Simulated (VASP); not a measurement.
# Li2S (Fm-3m) in VASP: settings compared

The runs below take Li2S through single point, with PBEsol, r2SCAN.

All numbers are computed with VASP 6.6.1; they aren't measurements. Logs are shortened: lines on timing, memory, paths and dates and some standing lists are left out, and cuts for length are marked.

## (1) The cell of the first run

It takes space group Fm-3m (No. 225, cubic). Conventional cell: a = 5.657 Å, b = 5.657 Å, c = 5.657 Å, α = 90.00°, β = 90.00°, γ = 90.00°. Within 3.2 Å of S (site symmetry m-3m) lie 8 Li at 2.45 Å. Within 3.2 Å of Li (site symmetry -43m) lie 4 S at 2.45 Å and 6 Li at 2.83 Å.

## (2) Single point, PBEsol

INCAR reads:

```
SYSTEM = Li2S
PREC     = Accurate       ! precision mode
ENCUT    = 750            ! plane-wave cutoff, eV
EDIFF    = 1E-6           ! SCF threshold, eV
ISMEAR   = -1             ! smearing method
SIGMA    = 0.05           ! smearing width, eV
LREAL    = .FALSE.        ! projectors in reciprocal space
LASPH    = .TRUE.         ! aspherical terms in the spheres
NELM     = 120            ! most SCF steps
ALGO     = Normal         ! electronic algorithm
ISIF     = 2              ! what is computed and relaxed
LWAVE    = .FALSE.        ! write WAVECAR
LCHARG   = .TRUE.         ! write CHGCAR
GGA      = PS             ! functional
LELF     = .TRUE.         ! ELF
LVHAR    = .TRUE.       
NBANDS   = 13             ! bands
GGA_COMPAT= .FALSE.
```

KPOINTS reads:

```
Automatic mesh
0
G
  7 7 7
  0 0 0
```

POSCAR reads:

```
Li2S
1.0
    0.0000000000      2.8284770000      2.8284770000
    2.8284770000      0.0000000000      2.8284770000
    2.8284770000      2.8284770000      0.0000000000
S Li
1 2
Direct
    0.0000000000      0.0000000000      0.0000000000
    0.2500000000      0.2500000000      0.2500000000
    0.7500000000      0.7500000000      0.7500000000
```

Potentials or basis: VASP PAW PBE potentials, release 64 (S, Li_sv).

On the command line:

```
> cat potpaw_PBE.64/S/POTCAR potpaw_PBE.64/Li_sv/POTCAR > POTCAR
> mpirun -np 1 vasp_std > vasp.out
```

OUTCAR:

```text
SYSTEM = Li2S
   PREC = Accurate
   ENCUT = 750
   EDIFF = 1E-6
   ISMEAR = -1
   LREAL = .FALSE.
   LASPH = .TRUE.
   NELM = 120
   ISIF = 2
   GGA = PS

 ion  position               nearest neighbor table
   1  0.000  0.000  0.000-   3 2.45   3 2.45   3 2.45   2 2.45   3 2.45   2 2.45   2 2.45   2 2.45

   2  0.250  0.250  0.250-   1 2.45   1 2.45   1 2.45   1 2.45
   3  0.750  0.750  0.750-   1 2.45   1 2.45   1 2.45   1 2.45

  LATTYP: Found a face centered cubic cell.
 ALAT       =     5.6569540000

  Lattice vectors:

 A1 = (   0.0000000000,   2.8284770000,   2.8284770000)
 A2 = (   2.8284770000,   0.0000000000,   2.8284770000)
 A3 = (   2.8284770000,   2.8284770000,   0.0000000000)

Analysis of symmetry for initial positions (statically):
=====================================================================
 Subroutine PRICEL returns:
 Original cell was already a primitive cell.

 Routine SETGRP: Setting up the symmetry group for a
 face centered cubic supercell.

 Subroutine GETGRP returns: Found 48 space group operations
 (whereof 48 operations were pure point group operations)
 out of a pool of 48 trial point group operations.

The static configuration has the point symmetry O_h .

Analysis of symmetry for dynamics (positions and initial velocities):
=====================================================================
 Subroutine PRICEL returns:
 Original cell was already a primitive cell.

 Routine SETGRP: Setting up the symmetry group for a
 face centered cubic supercell.

 Subroutine GETGRP returns: Found 48 space group operations
 (whereof 48 operations were pure point group operations)
 out of a pool of 48 trial point group operations.

The dynamic configuration has the point symmetry O_h .

 Subroutine INISYM returns: Found 48 space group operations
 (whereof 48 operations are pure point group operations),
 and found     1 'primitive' translations

----------------------------------------------------------------------------------------

                                     Primitive cell

  volume of cell :      45.2572

  direct lattice vectors                    reciprocal lattice vectors
     0.000000000  2.828477000  2.828477000    -0.176773578  0.176773578  0.176773578
     2.828477000  0.000000000  2.828477000     0.176773578 -0.176773578  0.176773578
     2.828477000  2.828477000  0.000000000     0.176773578  0.176773578 -0.176773578

  length of vectors
     4.000070534  4.000070534  4.000070534     0.306180819  0.306180819  0.306180819

  position of ions in fractional coordinates (direct lattice)
     0.000000000  0.000000000  0.000000000
     0.250000000  0.250000000  0.250000000
     0.750000000  0.750000000  0.750000000

  ion indices of the primitive-cell ions
   primitive index   ion index
                 1           1
                 2           2
                 3           3

----------------------------------------------------------------------------------------

 KPOINTS: Automatic mesh

Automatic generation of k-mesh.
 Grid dimensions read from file:
 generate k-points for:    7    7    7

 Generating k-lattice:

  Cartesian coordinates                     Fractional coordinates (reciprocal lattice)
    -0.025253368  0.025253368  0.025253368     0.142857143  0.000000000  0.000000000
     0.025253368 -0.025253368  0.025253368     0.000000000  0.142857143  0.000000000
     0.025253368  0.025253368 -0.025253368     0.000000000  0.000000000  0.142857143

  Length of vectors
     0.043740117  0.043740117  0.043740117

  Shift w.r.t. Gamma in fractional coordinates (k-lattice)
     0.000000000  0.000000000  0.000000000

 Subroutine IBZKPT returns following result:
 ===========================================

 Found     20 irreducible k-points:

 Following reciprocal coordinates:
            Coordinates               Weight
  0.000000  0.000000  0.000000      1.000000
  0.142857  0.000000  0.000000      8.000000
  0.285714  0.000000  0.000000      8.000000
  0.428571  0.000000  0.000000      8.000000
  0.142857  0.142857  0.000000      6.000000
  0.285714  0.142857  0.000000     24.000000
[... 12 lines left out ...]
 -0.428571  0.428571  0.142857     24.000000
 -0.285714  0.428571  0.142857     24.000000
   k-points           NKPTS =     20   k-points in BZ     NKDIM =     20   number of bands    NBANDS=     13
   number of dos      NEDOS =    301   number of ions     NIONS =      3
   total plane-waves  NPLWV =  46656
   dimension x,y,z NGX =    36 NGY =   36 NGZ =   36
   dimension x,y,z NGXF=    72 NGYF=   72 NGZF=   72
   ions per type =               1   2
   NGX,Y,Z   is equivalent  to a cutoff of  14.96, 14.96, 14.96 a.u.
   NGXF,Y,Z  is equivalent  to a cutoff of  29.92, 29.92, 29.92 a.u.
 SYSTEM =  Li2S
   PREC   = accura    normal or accurate (medium, high low for compatibility)
   ISTART =      0    job   : 0-new  1-cont  2-samecut
   ICHARG =      2    charge: 1-file 2-atom 10-const
   ISPIN  =      1    spin polarized calculation?
   LNONCOLLINEAR =      F non collinear calculations
   LSORBIT =      F    spin-orbit coupling
   LASPH  =      T    aspherical Exc in radial PAW
   ENCUT  =  750.0 eV  55.12 Ry    7.42 a.u.   8.93  8.93  8.93*2*pi/ulx,y,z
   NELM   =    120;   NELMIN=  2; NELMDL= -5     # of ELM steps
   EDIFF  = 0.1E-05   stopping-criterion for ELM
   LREAL  =      F    real-space projection
   EDIFFG = 0.1E-04   stopping-criterion for IOM
   NSW    =      0    number of steps for IOM
   IBRION =     -1    ionic relax: 0-MD 1-quasi-New 2-CG
   NFREE  =      0    steps in history (QN), initial steepest desc. (CG)
   ISIF   =      2    stress and relaxation
   ISYM   =      2    0-nonsym 1-usesym 2-fastsym
   POTIM  = 0.5000    time-step for ionic-motion
   TEBEG  =    0.0;   TEEND  =   0.0 temperature during run
   PSTRESS=    0.0 pullay stress
   NELECT =      12.0000    total number of electrons
   NUPDOWN=      -1.0000    fix difference up-down
   EMIN   =  10.00;   EMAX   =-10.00  energy-range for DOS
   EFERMI =   0.00;   METHOD = LEGACY
   ISMEAR =    -1;   SIGMA  =   0.05  broadening in eV -4-tet -1-fermi 0-gaus
   EFERMI_NEDOS =   21; number of points for ismear=-14 and -15
   IALGO  =     38    algorithm
   IMIX   =      4    mixing-type and parameters
     AMIX     =   0.40;   BMIX     =  1.00
     AMIX_MAG =   1.60;   BMIX_MAG =  1.00
  volume/ion in A,a.u.               =      15.09       101.80
  Fermi-wavevector in a.u.,A,eV,Ry     =   1.051734  1.987489 15.050009  1.106144
  Thomas-Fermi vector in A             =   2.186789
   LORBIT       =      0    0 simple, 1 ext, 2 COOP (PROOUT), +10 PAW based schemes
   GGA     = PS    functional components
   LHFCALC =     F    Hartree Fock is set to
   AEXX    =    0.0000 exact exchange contribution
   IVDW    =     0    specifies the selected vdW correction
   LEPSILON=     F    determine dielectric tensor
   LRPA    =     F    only Hartree local field effects (RPA)
 non-spin polarized calculation
  energy-cutoff  :      750.00
  volume of cell :       45.26
 maximum number of plane-waves:      2129
   NGX = 17   NGY = 17   NGZ = 17

 number of electron      11.9999996 magnetization

 Free energy of the ion-electron system (eV)
  ---------------------------------------------------
  ext. energy  EPLUGINS =         0.00000000
  ---------------------------------------------------
  free energy    TOTEN  =       -12.37687683 eV

  energy without entropy =      -12.37687683  energy(sigma->0) =      -12.37687683

 E-fermi :   2.6925     XC(G=0):  -8.7223

 val. band max:        1.5466581594   @ k =   0.0000   0.0000   0.0000
 cond. band min:       4.9040499466   @ k =   0.4286   0.4286   0.0000
 fundamental gap:      3.3573917872
 Fermi energy:         2.6924926361

 k-point     1 :       0.0000    0.0000    0.0000
  band No.  band energies     occupation
      1     -41.9054      2.00000
      2     -41.8557      2.00000
      3      -9.5323      2.00000
      4       1.5467      2.00000
      5       1.5467      2.00000
      6       1.5467      2.00000
      7       5.7569      0.00000
      8       7.7048      0.00000
      9       7.7048      0.00000
     10       7.7048      0.00000
     11      12.7369      0.00000
     12      12.7369      0.00000
     13      13.9247      0.00000

 k-point     2 :       0.1429    0.0000    0.0000
  band No.  band energies     occupation
      1     -41.9028      2.00000
      2     -41.8580      2.00000
      3      -9.4556      2.00000
      4       0.7636      2.00000
      5       1.4290      2.00000
      6       1.4290      2.00000
      7       6.2978      0.00000
      8       8.0070      0.00000
      9       8.0070      0.00000
     10       8.1836      0.00000
     11      11.5984      0.00000
     12      11.5984      0.00000
     13      14.1286      0.00000

 k-point     3 :       0.2857    0.0000    0.0000
  band No.  band energies     occupation
      1     -41.8955      2.00000
      2     -41.8645      2.00000
      3      -9.2685      2.00000
      4      -0.5177      2.00000
      5       1.1981      2.00000
      6       1.1981      2.00000
      7       7.0500      0.00000
      8       8.2765      0.00000
      9       8.2765      0.00000
     10       9.1855      0.00000
     11      11.5394      0.00000
     12      11.5394      0.00000
     13      14.7350      0.00000

 k-point     4 :       0.4286    0.0000    0.0000
  band No.  band energies     occupation
      1     -41.8851      2.00000
      2     -41.8741      2.00000
      3      -9.1007      2.00000
      4      -1.3413      2.00000
      5       1.0384      2.00000
      6       1.0384      2.00000
      7       7.5679      0.00000
      8       8.0792      0.00000
      9       8.0792      0.00000
     10       9.8098      0.00000
     11      13.2645      0.00000
     12      13.2645      0.00000
     13      15.3914      0.00000

 k-point     5 :       0.1429    0.1429    0.0000
  band No.  band energies     occupation
      1     -41.9021      2.00000
      2     -41.8586      2.00000
      3      -9.4305      2.00000
      4       0.9109      2.00000
      5       1.1870      2.00000
      6       1.1870      2.00000
      7       6.4063      0.00000
      8       7.8689      0.00000
      9       8.3694      0.00000
     10       8.3694      0.00000
     11      10.5289      0.00000
     12      13.0718      0.00000
     13      14.6433      0.00000
[... 193 lines left out ...]
 k-point    18 :      -0.4286    0.2857    0.1429
  band No.  band energies     occupation
      1     -41.8835      2.00000
      2     -41.8753      2.00000
      3      -9.0072      2.00000
      4      -0.9847      2.00000
      5       0.1102      2.00000
      6       0.5436      2.00000
      7       7.1410      0.00000
      8       8.3134      0.00000
      9      10.0455      0.00000
     10      10.4208      0.00000
     11      11.9170      0.00000
     12      13.1169      0.00000
     13      15.5196      0.00000

 k-point    19 :      -0.4286    0.4286    0.1429
  band No.  band energies     occupation
      1     -41.8852      2.00000
      2     -41.8733      2.00000
      3      -8.9609      2.00000
      4      -0.6507      2.00000
      5      -0.0538      2.00000
      6       0.0282      2.00000
      7       5.9118      0.00000
      8       9.2182      0.00000
      9       9.9195      0.00000
     10      12.2024      0.00000
     11      12.4300      0.00000
     12      13.6680      0.00000
     13      15.0726      0.00000

 k-point    20 :      -0.2857    0.4286    0.1429
  band No.  band energies     occupation
      1     -41.8803      2.00000
      2     -41.8782      2.00000
      3      -8.9417      2.00000
      4      -0.6281      2.00000
      5      -0.3924      2.00000
      6       0.1315      2.00000
      7       6.7220      0.00000
      8       8.9826      0.00000
      9      10.3719      0.00000
     10      10.9112      0.00000
     11      12.5609      0.00000
     12      12.7614      0.00000
     13      15.2211      0.00000

------------------------ aborting loop because EDIFF is reached ----------------------------------------

  FORCE on cell =-STRESS in cart. coord.  units (eV):
  Direction    XX          YY          ZZ          XY          YZ          ZX
  --------------------------------------------------------------------------------------
  -------------------------------------------------------------------------------------
  Total       -0.0259574     -0.0259574     -0.0259574      0.0000000      0.0000000     -0.0000000
  in kB       -0.9189323     -0.9189323     -0.9189323      0.0000000      0.0000000     -0.0000000
  external PRESSURE =      -0.9189323 kB  Pullay stress =       0.0000000 kB

 VOLUME and BASIS-vectors are now :
 -----------------------------------------------------------------------------
  energy-cutoff  :      750.00
  volume of cell :       45.26
      direct lattice vectors                 reciprocal lattice vectors
     0.000000000  2.828477000  2.828477000    -0.176773578  0.176773578  0.176773578
     2.828477000  0.000000000  2.828477000     0.176773578 -0.176773578  0.176773578
     2.828477000  2.828477000  0.000000000     0.176773578  0.176773578 -0.176773578

 POSITION                                       TOTAL-FORCE (eV/Angst)
 -----------------------------------------------------------------------------------
      0.00000      0.00000      0.00000        -0.000000     -0.000000     -0.000000
      1.41424      1.41424      1.41424         0.000000      0.000000     -0.000000
      4.24272      4.24272      4.24272        -0.000000     -0.000000      0.000000
 -----------------------------------------------------------------------------------
    total drift:                                0.000000      0.000000      0.000000

  FREE ENERGIE OF THE ION-ELECTRON SYSTEM (eV)
  ---------------------------------------------------
  free  energy   TOTEN  =       -12.3768768321 eV

  energy  without entropy=      -12.3768768321  energy(sigma->0) =      -12.37687683
```

Run time: 36 s. Hardware: 1 thread of Intel Xeon 8259CL, shared host; peak memory 0.2 GiB.

What came out:

| Item | Value |
| --- | --- |
| Free energy | -12.3769 eV |
| Pressure | -0.1 GPa |
| Band gap on the k mesh | 3.36 eV, indirect (least direct gap 4.21 eV) |

Caveat: the PAW data sets were made with another functional, which shifts forces and pressure a little. A k mesh can miss the band edges.

## (3) Single point, r2SCAN

POSCAR is that of step 2.

INCAR.step1 reads:

```
PREC     = Accurate       # precision mode
ENCUT    = 830            # plane-wave cutoff, eV
ISMEAR   = -1             # smearing method
SIGMA    = 0.05           # smearing width, eV
LREAL    = F              # projectors in reciprocal space
LASPH    = T              # aspherical terms in the spheres
NELM     = 120            # most SCF steps
NBANDS   = 13             # bands
GGA      = PE             # functional
ALGO     = Normal         # electronic algorithm
EDIFF    = 1E-5           # SCF threshold, eV
LWAVE    = T              # write WAVECAR
LCHARG   = F              # write CHGCAR
GGA_COMPAT= F
```

INCAR.step2 reads:

```
PREC     = Accurate       # precision mode
ENCUT    = 830            # plane-wave cutoff, eV
EDIFF    = 1E-6           # SCF threshold, eV
ISMEAR   = -1             # smearing method
SIGMA    = 0.05           # smearing width, eV
LREAL    = F              # projectors in reciprocal space
LASPH    = T              # aspherical terms in the spheres
NELM     = 120            # most SCF steps
ALGO     = Normal         # electronic algorithm
ISIF     = 2              # what is computed and relaxed
LWAVE    = F              # write WAVECAR
LCHARG   = F              # write CHGCAR
METAGGA  = R2SCAN         # meta-GGA
LMIXTAU  = T            
NBANDS   = 13             # bands
ISTART   = 1            
GGA_COMPAT= F
```

KPOINTS reads:

```
regular mesh
0
Gamma
  7 7 7
```

Potentials or basis: VASP PAW PBE potentials, release 64 (S, Li_sv).

On the command line:

```
> cat potpaw_PBE.64/S/POTCAR potpaw_PBE.64/Li_sv/POTCAR > POTCAR
> cp INCAR.step1 INCAR
> mpirun -np 1 vasp_std > vasp.out
> cp INCAR.step2 INCAR
> mpirun -np 1 vasp_std > vasp.out
```

Run time: 3.2 min. Hardware: 1 thread of Intel Xeon 8259CL, shared host; peak memory 0.26 GiB.

The run converged. Its results:

- Free energy: -17.3830 eV
- Pressure: 0.6 GPa
- Band gap on the k mesh: 4.00 eV, indirect (least direct gap 5.15 eV)

Levels at points of the mesh, in eV from the valence-band top:
```tsv
k point	band 3	band 4	band 5	band 6	band 7	band 8	band 9	band 10
(0.00, 0.00, 0.00)	-11.54	0.00	0.00	0.00	5.15	6.92	6.92	6.92
```

Caveat: the PAW data sets were made with another functional, which shifts forces and pressure a little. A k mesh can miss the band edges.
